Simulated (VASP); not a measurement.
# Mg2Zn3O5 (R-3m) in VASP: further runs, part 2 of 2

VASP 6.6.1. The steps go on from the part before.

## Step 4: Single point, PBE

This run uses another cell than the first one, of 12.33 Å³/atom.

Input file INCAR:

```
  ALGO = Normal
  EDIFF = 1E-6
  ENCUT = 520
  GGA = PE
  ISIF = 2
  ISMEAR = 0
  LASPH = True
  LCHARG = False
  LREAL = False
  LWAVE = False
  NBANDS = 46
  NELM = 80
  PREC = Accurate
  SIGMA = 0.1
```

Input file KPOINTS:

```
k-points
0
Gamma
  6 6 6
```

Input file POSCAR:

```
Mg2Zn3O5
1.0
    1.6335155400      0.9431106400     13.3375985600
   -1.6335155400      0.9431106400     13.3375985600
    0.0000000000     -1.8862212800     13.3375985600
Mg Zn O
2 3 5
Direct
    0.9000000000      0.9000000000      0.9000000000
    0.1000000000      0.1000000000      0.1000000000
    0.3000000000      0.3000000000      0.3000000000
    0.5000000000      0.5000000000      0.5000000000
    0.7000000000      0.7000000000      0.7000000000
    0.6000000000      0.6000000000      0.6000000000
    0.2000000000      0.2000000000      0.2000000000
    0.8000000000      0.8000000000      0.8000000000
    0.4000000000      0.4000000000      0.4000000000
    0.0000000000      0.0000000000      0.0000000000
```

Potentials or basis: VASP PAW PBE potentials, release 64 (Mg, Zn, O).

On the command line:

```bash
> cat potpaw_PBE.64/Mg/POTCAR potpaw_PBE.64/Zn/POTCAR potpaw_PBE.64/O/POTCAR > POTCAR
> mpirun -np 1 vasp_std > vasp.out
```

OUTCAR:

```text
EDIFF = 1E-6
   ENCUT = 520
   GGA = PE
   ISIF = 2
   ISMEAR = 0
   LASPH = True
   LREAL = False
   NELM = 80
   PREC = Accurate

 ion  position               nearest neighbor table
   1  0.900  0.900  0.900-   7 2.31   7 2.31   6 2.31   6 2.31   7 2.31   6 2.31   3 3.27   4 3.27
                             3 3.27   4 3.27   3 3.27   4 3.27
   2  0.100  0.100  0.100-   8 2.31   8 2.31   9 2.31   9 2.31   8 2.31   9 2.31   4 3.27   5 3.27
                             4 3.27   5 3.27   4 3.27   5 3.27
   3  0.300  0.300  0.300-   6 2.31   6 2.31  10 2.31  10 2.31   6 2.31  10 2.31   1 3.27   1 3.27
                             1 3.27
   4  0.500  0.500  0.500-   7 2.31   7 2.31   8 2.31   8 2.31   7 2.31   8 2.31   1 3.27   2 3.27
                             1 3.27   2 3.27   1 3.27   2 3.27
   5  0.700  0.700  0.700-   9 2.31   9 2.31  10 2.31  10 2.31   9 2.31  10 2.31   2 3.27   2 3.27
                             2 3.27
   6  0.600  0.600  0.600-   3 2.31   3 2.31   1 2.31   1 2.31   3 2.31   1 2.31
   7  0.200  0.200  0.200-   1 2.31   1 2.31   4 2.31   4 2.31   1 2.31   4 2.31
   8  0.800  0.800  0.800-   2 2.31   2 2.31   4 2.31   4 2.31   2 2.31   4 2.31
   9  0.400  0.400  0.400-   5 2.31   5 2.31   2 2.31   2 2.31   5 2.31   2 2.31
  10  0.000  0.000  0.000-   5 2.31   5 2.31   3 2.31   3 2.31   5 2.31   3 2.31

  LATTYP: Found a trigonal (rhomboedric) cell.
 ALAT       =    13.4703142520
 COS(alpha) =     0.9705882353

  Lattice vectors:

 A1 = (   1.6335155400,   0.9431106400,  13.3375985600)
 A2 = (  -1.6335155400,   0.9431106400,  13.3375985600)
 A3 = (   0.0000000000,  -1.8862212800,  13.3375985600)

Analysis of symmetry for initial positions (statically):
=====================================================================
 Subroutine PRICEL returns:
 Original cell was already a primitive cell.

 Routine SETGRP: Setting up the symmetry group for a
 trigonal (rhombohedral) supercell.

 Subroutine GETGRP returns: Found 12 space group operations
 (whereof 12 operations were pure point group operations)
 out of a pool of 12 trial point group operations.

The static configuration has the point symmetry D_3d.

Analysis of symmetry for dynamics (positions and initial velocities):
=====================================================================
 Subroutine PRICEL returns:
 Original cell was already a primitive cell.

 Routine SETGRP: Setting up the symmetry group for a
 trigonal (rhombohedral) supercell.

 Subroutine GETGRP returns: Found 12 space group operations
 (whereof 12 operations were pure point group operations)
 out of a pool of 12 trial point group operations.

The dynamic configuration has the point symmetry D_3d.

 Subroutine INISYM returns: Found 12 space group operations
 (whereof 12 operations are pure point group operations),
 and found     1 'primitive' translations

----------------------------------------------------------------------------------------

                                     Primitive cell

  volume of cell :     123.2863

  direct lattice vectors                    reciprocal lattice vectors
     1.633515540  0.943110640 13.337598560     0.306088303  0.176720164  0.024992005
    -1.633515540  0.943110640 13.337598560    -0.306088303  0.176720164  0.024992005
[... 84 lines left out ...]
   number of dos      NEDOS =    301   number of ions     NIONS =     10
   total plane-waves  NPLWV = ******
   dimension x,y,z NGX =   100 NGY =  100 NGZ =  100
   dimension x,y,z NGXF=   200 NGYF=  200 NGZF=  200
   ions per type =               2   3   5
   NGX,Y,Z   is equivalent  to a cutoff of  12.34, 12.34, 12.34 a.u.
   NGXF,Y,Z  is equivalent  to a cutoff of  24.68, 24.68, 24.68 a.u.
 SYSTEM =  unknown system
   PREC   = accura    normal or accurate (medium, high low for compatibility)
   ISTART =      0    job   : 0-new  1-cont  2-samecut
   ICHARG =      2    charge: 1-file 2-atom 10-const
   ISPIN  =      1    spin polarized calculation?
   LNONCOLLINEAR =      F non collinear calculations
   LSORBIT =      F    spin-orbit coupling
   LASPH  =      T    aspherical Exc in radial PAW
   ENCUT  =  520.0 eV  38.22 Ry    6.18 a.u.  25.05 25.05 25.05*2*pi/ulx,y,z
   NELM   =     80;   NELMIN=  2; NELMDL= -5     # of ELM steps
   EDIFF  = 0.1E-05   stopping-criterion for ELM
   LREAL  =      F    real-space projection
   EDIFFG = 0.1E-04   stopping-criterion for IOM
   NSW    =      0    number of steps for IOM
   IBRION =     -1    ionic relax: 0-MD 1-quasi-New 2-CG
   NFREE  =      0    steps in history (QN), initial steepest desc. (CG)
   ISIF   =      2    stress and relaxation
   ISYM   =      2    0-nonsym 1-usesym 2-fastsym
   POTIM  = 0.5000    time-step for ionic-motion
   TEBEG  =    0.0;   TEEND  =   0.0 temperature during run
   PSTRESS=    0.0 pullay stress
   NELECT =      70.0000    total number of electrons
   NUPDOWN=      -1.0000    fix difference up-down
   EMIN   =  10.00;   EMAX   =-10.00  energy-range for DOS
   EFERMI =   0.00;   METHOD = LEGACY
   ISMEAR =     0;   SIGMA  =   0.10  broadening in eV -4-tet -1-fermi 0-gaus
   EFERMI_NEDOS =   21; number of points for ismear=-14 and -15
   IALGO  =     38    algorithm
   IMIX   =      4    mixing-type and parameters
     AMIX     =   0.40;   BMIX     =  1.00
     AMIX_MAG =   1.60;   BMIX_MAG =  1.00
  volume/ion in A,a.u.               =      12.33        83.20
  Fermi-wavevector in a.u.,A,eV,Ry     =   1.355614  2.561738 25.003265  1.837688
  Thomas-Fermi vector in A             =   2.482686
   LORBIT       =      0    0 simple, 1 ext, 2 COOP (PROOUT), +10 PAW based schemes
   GGA     = PE    functional components
   LHFCALC =     F    Hartree Fock is set to
   AEXX    =    0.0000 exact exchange contribution
   IVDW    =     0    specifies the selected vdW correction
   LEPSILON=     F    determine dielectric tensor
   LRPA    =     F    only Hartree local field effects (RPA)
 non-spin polarized calculation
 Gauss-broadening in eV      SIGMA  =   0.10
  energy-cutoff  :      520.00
  volume of cell :      123.29
 maximum number of plane-waves:      3356
   NGX = 51   NGY = 51   NGZ = 51

 number of electron      70.0000018 magnetization

 Free energy of the ion-electron system (eV)
  ---------------------------------------------------
  ext. energy  EPLUGINS =         0.00000000
  ---------------------------------------------------
  free energy    TOTEN  =       -47.81533989 eV

  energy without entropy =      -47.81533989  energy(sigma->0) =      -47.81533989

 E-fermi :   1.4715     XC(G=0): -10.5601

 val. band max:        1.0507762355   @ k =   0.5000   0.5000   0.5000
 cond. band min:       1.8725925490   @ k =   0.0000   0.0000   0.0000
 fundamental gap:      0.8218163135
 Fermi energy:         1.4714657042

 k-point     1 :       0.0000    0.0000    0.0000
  band No.  band energies     occupation
      1     -15.5675      2.00000
      2     -15.3461      2.00000
      3     -15.2882      2.00000
      4     -14.8778      2.00000
      5     -14.8734      2.00000
      6      -4.2689      2.00000
[... 1165 lines left out ...]
     45      10.5250      0.00000
     46      10.6907      0.00000

 [... further k-points ...]

------------------------ aborting loop because EDIFF is reached ----------------------------------------

  FORCE on cell =-STRESS in cart. coord.  units (eV):
  Direction    XX          YY          ZZ          XY          YZ          ZX
  --------------------------------------------------------------------------------------
  -------------------------------------------------------------------------------------
  Total      -16.1541702    -16.1541703    -16.9825193      0.0000000     -0.0000000      0.0000000
  in kB     -209.9328633   -209.9328648   -220.6977435      0.0000000     -0.0000000      0.0000000
  external PRESSURE =    -213.5211572 kB  Pullay stress =       0.0000000 kB

 VOLUME and BASIS-vectors are now :
 -----------------------------------------------------------------------------
  energy-cutoff  :      520.00
  volume of cell :      123.29
      direct lattice vectors                 reciprocal lattice vectors
     1.633515540  0.943110640 13.337598560     0.306088303  0.176720164  0.024992005
    -1.633515540  0.943110640 13.337598560    -0.306088303  0.176720164  0.024992005
     0.000000000 -1.886221280 13.337598560     0.000000000 -0.353440327  0.024992005

 POSITION                                       TOTAL-FORCE (eV/Angst)
 -----------------------------------------------------------------------------------
      0.00000      0.00000     36.01152         0.000000     -0.000000      0.006498
      0.00000      0.00000      4.00128         0.000000     -0.000000     -0.006498
      0.00000      0.00000     12.00384         0.000000     -0.000000      0.063692
      0.00000      0.00000     20.00640         0.000000     -0.000000      0.000000
      0.00000      0.00000     28.00896         0.000000     -0.000000     -0.063692
      0.00000      0.00000     24.00768         0.000000      0.000000     -0.349224
      0.00000      0.00000      8.00256         0.000000     -0.000000      0.333585
      0.00000      0.00000     32.01024         0.000000      0.000000     -0.333585
      0.00000      0.00000     16.00512         0.000000     -0.000000      0.349224
      0.00000      0.00000      0.00000         0.000000     -0.000000      0.000000
 -----------------------------------------------------------------------------------
    total drift:                                0.000000     -0.000000      0.000000

  FREE ENERGIE OF THE ION-ELECTRON SYSTEM (eV)
  ---------------------------------------------------
  free  energy   TOTEN  =       -47.8153398913 eV

  energy  without entropy=      -47.8153398912  energy(sigma->0) =      -47.81533989
```

Run time: 58 min. Hardware: 1 thread of Intel Xeon Platinum 8259CL at 2.50GHz (Skylake/Cascade Lake), shared host; peak memory 1.7 GiB.

What came out:

* Free energy: -47.8153 eV
* Pressure: -21.4 GPa
* Largest force: 0.349 eV/Å
* Band gap on the k mesh: 0.82 eV (least direct gap 0.83 eV)

Forces in eV/Å, atoms in the order of the input:
```
Mg   0.000  0.000  0.006
Mg   0.000  0.000 -0.006
Zn   0.000  0.000  0.064
Zn   0.000  0.000  0.000
Zn   0.000  0.000 -0.064
O    0.000  0.000 -0.349
O    0.000  0.000  0.334
O    0.000  0.000 -0.334
O    0.000  0.000  0.349
O    0.000  0.000  0.000
```

Stress tensor (GPa, compression positive):
```
-20.99   0.00   0.00
  0.00 -20.99   0.00
  0.00   0.00 -22.07
```

Levels at points of the mesh, in eV from the valence-band top:
| k point | band 31 | band 32 | band 33 | band 34 | band 35 | band 36 | band 37 | band 38 | band 39 | band 40 |
| --- | --- | --- | --- | --- | --- | --- | --- | --- | --- | --- |
| (0.00, 0.00, 0.00) | -0.44 | -0.18 | -0.18 | -0.01 | -0.01 | 0.82 | 2.76 | 3.28 | 5.11 | 5.12 |
| (0.50, 0.00, 0.00) | -0.96 | -0.86 | -0.48 | -0.17 | -0.13 | 4.25 | 4.90 | 5.44 | 5.93 | 6.57 |
| (0.50, 0.50, 0.00) | -0.94 | -0.62 | -0.41 | -0.36 | -0.16 | 4.15 | 5.06 | 5.75 | 5.80 | 6.13 |
| (0.50, 0.50, 0.50) | -0.35 | -0.22 | -0.22 | 0.00 | 0.00 | 1.55 | 1.86 | 4.01 | 4.46 | 5.44 |

Caveat: the cell stands under tension. A k mesh can miss the band edges.

## Step 5: Summary

```tsv
cell	gap on the mesh (eV)	pressure (GPa)	largest force (eV/Å)
a = 12.490 Å, angles 14.0°, 10 atoms, atomic positions A	1.91	0.2	0.07
a = 3.045, b = 3.045, c = 12.498 Å, angles 83.0, 83.0, 60.0°, 10 atoms, atomic positions B	1.90	0.2	0.07
a = 13.470 Å, angles 13.9°, 10 atoms, atomic positions C	0.82	-21.4	0.35
```

Alike in all rows: task single point; level PBE; potentials or basis VASP PAW PBE potentials, release 64 (Mg, Zn, O); no spin polarisation; k mesh 6 × 6 × 6; cutoff (eV) 520; smearing gaussian 0.1 eV.

Caveats: the cell stands under tension (at least some runs).

Total energies depend on the potentials used, so only differences within one code and one set of settings carry meaning.
